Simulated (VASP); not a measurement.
# BPd4 in VASP: a series of runs, part 2 of 2

VASP 6.6.1. Earlier steps stand in the parts before.

### Step 5. Single point, LDA

File INCAR:

```
ALGO = Fast
EDIFF = 1E-6
ENCUT = 520
GGA = CA
ISIF = 2
ISMEAR = 1
LASPH = T
LCHARG = T
LELF = T
LREAL = F
LVHAR = T
LWAVE = F
NBANDS = 30
NELM = 60
PREC = Accurate
SIGMA = 0.05
```

File KPOINTS:

```
k-points
0
Gamma
  15 10 8
```

File POSCAR:

```
BPd4
1.0
    2.8920299704      0.0000000000      0.0000000000
    0.0000000000      4.3650077954      0.0000000000
    0.0000000000      0.0000000000      5.8563150000
Pd B
4 1
Direct
    0.4997860000     -0.0013280000      0.1979700000
    0.0072420000     -0.0162850000      0.6056660000
    0.0008850000      0.5186000000      0.3229410000
    0.5020220000      0.5034260000      0.8645260000
    0.4972590000     -0.0053940000      0.8653290000
```

Potentials or basis: VASP PAW LDA potentials, release 64 (Pd, B).

Started as:

```sh
cat potpaw_LDA.64/Pd/POTCAR potpaw_LDA.64/B/POTCAR > POTCAR
mpirun -np 1 vasp_std > vasp.out
```

OUTCAR:

```text
EDIFF = 1E-6
   ENCUT = 520
   GGA = CA
   ISIF = 2
   ISMEAR = 1
   LASPH = T
   LREAL = F
   NELM = 60
   PREC = Accurate

 ion  position               nearest neighbor table
   1  0.500  0.999  0.198-   5 1.95   3 2.65   3 2.65   2 2.78   3 2.79   3 2.79   2 2.80   4 2.91
                             4 2.94
   2  0.007  0.984  0.606-   5 2.08   5 2.12   3 2.62   1 2.78   1 2.80   3 2.86   4 2.96   4 2.97
                             4 3.08   4 3.10
   3  0.001  0.519  0.323-   2 2.62   1 2.65   1 2.65   1 2.79   1 2.79   2 2.86   4 3.05   4 3.05

   4  0.502  0.503  0.865-   5 2.14   5 2.22   1 2.91   1 2.94   2 2.96   2 2.97   3 3.05   3 3.05
                             2 3.08   2 3.10
   5  0.497  0.995  0.865-   1 1.95   2 2.08   2 2.12   4 2.14   4 2.22

  LATTYP: Found a simple orthorhombic cell.
 ALAT       =     2.8920299704
 B/A-ratio  =     1.5093231537
 C/A-ratio  =     2.0249842014

  Lattice vectors:

 A1 = (   2.8920299704,   0.0000000000,   0.0000000000)
 A2 = (   0.0000000000,   4.3650077954,   0.0000000000)
 A3 = (   0.0000000000,   0.0000000000,   5.8563150000)

Analysis of symmetry for initial positions (statically):
=====================================================================
 Subroutine PRICEL returns:
 Original cell was already a primitive cell.

 Routine SETGRP: Setting up the symmetry group for a
 simple orthorhombic supercell.

 Subroutine GETGRP returns: Found  1 space group operations
 (whereof  1 operations were pure point group operations)
 out of a pool of  8 trial point group operations.

The static configuration has the point symmetry C_1 .

Analysis of symmetry for dynamics (positions and initial velocities):
=====================================================================
 Subroutine PRICEL returns:
 Original cell was already a primitive cell.

[... 127 lines left out ...]
   EFERMI =   0.00;   METHOD = LEGACY
   ISMEAR =     1;   SIGMA  =   0.05  broadening in eV -4-tet -1-fermi 0-gaus
   EFERMI_NEDOS =   21; number of points for ismear=-14 and -15
   IALGO  =     68    algorithm
   IMIX   =      4    mixing-type and parameters
     AMIX     =   0.40;   BMIX     =  1.00
     AMIX_MAG =   1.60;   BMIX_MAG =  1.00
  volume/ion in A,a.u.               =      14.79        99.78
  Fermi-wavevector in a.u.,A,eV,Ry     =   1.366554  2.582413 25.408482  1.867471
  Thomas-Fermi vector in A             =   2.492685
   LORBIT       =      0    0 simple, 1 ext, 2 COOP (PROOUT), +10 PAW based schemes
   GGA     = CA    functional components
   LHFCALC =     F    Hartree Fock is set to
   AEXX    =    0.0000 exact exchange contribution
   IVDW    =     0    specifies the selected vdW correction
   LEPSILON=     F    determine dielectric tensor
   LRPA    =     F    only Hartree local field effects (RPA)
 non-spin polarized calculation
 RMM-DIIS sequential band-by-band and
 Methfessel and Paxton  Order N= 1 SIGMA  =   0.05
  energy-cutoff  :      520.00
  volume of cell :       73.93
 maximum number of plane-waves:      2016
 NGX is ok and might be reduce to    24

 number of electron      43.0000007 magnetization

 Free energy of the ion-electron system (eV)
  ---------------------------------------------------
  ext. energy  EPLUGINS =         0.00000000
  ---------------------------------------------------
  free energy    TOTEN  =       -32.88068408 eV

  energy without entropy =      -32.88068386  energy(sigma->0) =      -32.88068401

 E-fermi :   7.8370     XC(G=0): -12.6249

 val. band max:        7.8361769070   @ k =   0.2000  -0.1000  -0.1250
 cond. band min:       7.8384833553   @ k =  -0.0667   0.2000  -0.1250
 fundamental gap:      0.0023064484
 Fermi energy:         7.8369810142

 k-point     1 :       0.0000    0.0000    0.0000
  band No.  band energies     occupation
      1      -1.5047      2.00000
      2       2.3427      2.00000
      3       2.7250      2.00000
      4       3.2271      2.00000
      5       3.2680      2.00000
      6       3.8394      2.00000
[... 781 lines left out ...]
     29      18.0292      0.00000
     30      18.7481      0.00000

 [... further k-points ...]
[... 5 lines left out ...]
  --------------------------------------------------------------------------------------
  -------------------------------------------------------------------------------------
  Total       -6.5624114     -5.4827553     -5.6932796      0.0079936      0.1555294      0.1273942
  in kB     -142.2203673   -118.8220945   -123.3845708      0.1732370      3.3706279      2.7608836
  external PRESSURE =    -128.1423442 kB  Pullay stress =       0.0000000 kB

 VOLUME and BASIS-vectors are now :
 -----------------------------------------------------------------------------
  energy-cutoff  :      520.00
  volume of cell :       73.93
      direct lattice vectors                 reciprocal lattice vectors
     2.892029970  0.000000000  0.000000000     0.345777883  0.000000000  0.000000000
     0.000000000  4.365007795  0.000000000     0.000000000  0.229094665  0.000000000
     0.000000000  0.000000000  5.856315000     0.000000000  0.000000000  0.170755842

 POSITION                                       TOTAL-FORCE (eV/Angst)
 -----------------------------------------------------------------------------------
      1.44540      4.35921      1.15937         0.027715      0.664172     -0.348215
      0.02094      4.29392      3.54697        -0.093542      0.560021      1.155758
      0.00256      2.26369      1.89124        -0.019315     -1.061971     -0.243299
      1.45186      2.19746      5.06294         0.012382     -0.284637      0.149102
      1.43809      4.34146      5.06764         0.072761      0.122415     -0.713347
 -----------------------------------------------------------------------------------
    total drift:                                0.000136      0.000127     -0.000293

  FREE ENERGIE OF THE ION-ELECTRON SYSTEM (eV)
  ---------------------------------------------------
  free  energy   TOTEN  =       -32.8806840814 eV

  energy  without entropy=      -32.8806838592  energy(sigma->0) =      -32.88068401
```

stdout:

```text
POSCAR found type information on POSCAR PdB
 POSCAR found :  2 types and       5 ions
 scaLAPACK will be used
 LDA part: xc-table for (Slater(with rela. corr.)+CA(PZ))
 , standard interpolation
 POSCAR, INCAR and KPOINTS ok, starting setup
 FFT: planning ... GRIDC
 FFT: planning ... GRID_SOFT
 FFT: planning ... GRID
 WAVECAR not read
 entering main loop
```

It took 8.5 min on 1 thread of Intel Xeon 6975P-C (Granite Rapids), shared host; peak memory 0.99 GiB.

What came out:

```
Free energy   : -32.8807 eV
Pressure      : -12.8 GPa
Largest force : 1.288 eV/Å
```

Forces in eV/Å, atoms in the order of the input:
```
Pd   0.028  0.664 -0.348
Pd  -0.094  0.560  1.156
Pd  -0.019 -1.062 -0.243
Pd   0.012 -0.285  0.149
B    0.073  0.122 -0.713
```

Stress tensor (GPa, compression positive):
```
-14.22   0.02   0.28
  0.02 -11.88   0.34
  0.28   0.34 -12.34
```

Caveat: forces of over 1 eV/Å act on the atoms, so gaps and moduli don't describe the material at rest.

### Step 6. Single point, PBE

File INCAR:

```
ALGO = Fast ; EDIFF = 1E-6
ENCUT = 520 ; GGA = PE
ISIF = 2 ; ISMEAR = -1
LASPH = T ; LCHARG = F
LREAL = F ; LWAVE = F
NBANDS = 30 ; NELM = 80
PREC = Accurate ; SIGMA = 0.05
```

File KPOINTS:

```
k-points
0
Gamma
  9 6 5
```

File POSCAR:

```
BPd4
1.0
    2.8920299704      0.0000000000      0.0000000000
    0.0000000000      4.3650077954      0.0000000000
    0.0000000000      0.0000000000      5.8563150000
Pd B
4 1
Direct
    0.5000000000      0.0000000000      0.1975780000
    0.0000000000      0.0000000000      0.6194700000
    0.0000000000      0.5000000000      0.3291640000
    0.5000000000      0.5000000000      0.8675610000
    0.5000000000      0.0000000000      0.8632270000
```

Potentials or basis: VASP PAW PBE potentials, release 64 (Pd, B).

Started as:

```sh
cat potpaw_PBE.64/Pd/POTCAR potpaw_PBE.64/B/POTCAR > POTCAR
mpirun -np 1 vasp_std > vasp.out
```

Wall time 81 s (1 thread of AMD EPYC 9R45 (Zen 5), shared host); peak memory 0.22 GiB.

It converged, with:

| Item | Value |
| --- | --- |
| Free energy | -27.5432 eV |
| Pressure | -1.2 GPa |
| Largest force | 0.202 eV/Å |

Forces in eV/Å, atoms in the order of the input:
```
Pd   0.000  0.000 -0.202
Pd   0.000  0.000  0.028
Pd   0.000  0.000  0.040
Pd   0.000  0.000  0.089
B    0.000  0.000  0.046
```

Stress tensor (GPa, compression positive):
```
-1.52  0.00  0.00
 0.00 -0.67  0.00
 0.00  0.00 -1.34
```

Levels at points of the mesh, in eV from the Fermi level:
| k point | band 18 | band 19 | band 20 | band 21 | band 22 | band 23 | band 24 | band 25 | band 26 | band 27 |
| --- | --- | --- | --- | --- | --- | --- | --- | --- | --- | --- |
| (0.00, 0.00, 0.00) | -1.36 | -1.19 | -0.81 | -0.53 | -0.27 | 0.08 | 0.44 | 5.23 | 5.46 | 5.96 |
| (0.00, 0.50, 0.00) | -1.45 | -0.96 | -0.86 | -0.84 | -0.73 | -0.44 | 1.43 | 2.26 | 3.98 | 6.07 |

### Step 7. Summary

```csv
level,potentials or basis,cell,k mesh,cutoff (eV),smearing,second run,gap on the mesh (eV),pressure (GPa),largest force (eV/Å)
BLYP,"VASP PAW PBE potentials, release 64 (Pd, B)","a = 2.892, b = 4.365, c = 5.856 Å, 5 atoms",9 × 6 × 5,520,fermi-dirac 0.05 eV,-,none,7.8,0.23
PBEsol,"VASP PAW PBE potentials, release 64 (Pd, B)","a = 2.793, b = 4.305, c = 5.813 Å, 5 atoms",9 × 6 × 5,520,fermi-dirac 0.05 eV,-,none,0.1,0.09
RPBE,"VASP PAW PBE potentials, release 64 (Pd_sv_GW, B)","a = 2.892, b = 4.365, c = 5.856 Å, 5 atoms",9 × 6 × 5,540,fermi-dirac 0.05 eV,valence_matched,none,0.4,0.27
LDA,"VASP PAW LDA potentials, release 64 (Pd, B)","a = 2.892, b = 4.365, c = 5.856 Å, 5 atoms",15 × 10 × 8,520,methfessel-paxton 0.05 eV,-,none,-12.8,1.29
PBE,"VASP PAW PBE potentials, release 64 (Pd, B)","a = 2.892, b = 4.365, c = 5.856 Å, 5 atoms",9 × 6 × 5,520,fermi-dirac 0.05 eV,-,none,-1.2,0.20
```

Some of these runs hold the atoms at other places in the same cell, which the table doesn't show; runs alike in all that it shows share one row.

Alike in all rows: task single point; no spin polarisation.

Caveats: the PAW data sets were made with another functional, which shifts forces and pressure a little (some runs); forces of over 1 eV/Å act on the atoms, so gaps and moduli don't describe the material at rest (some runs).

Absolute energies hang on the potentials; compare differences alone.
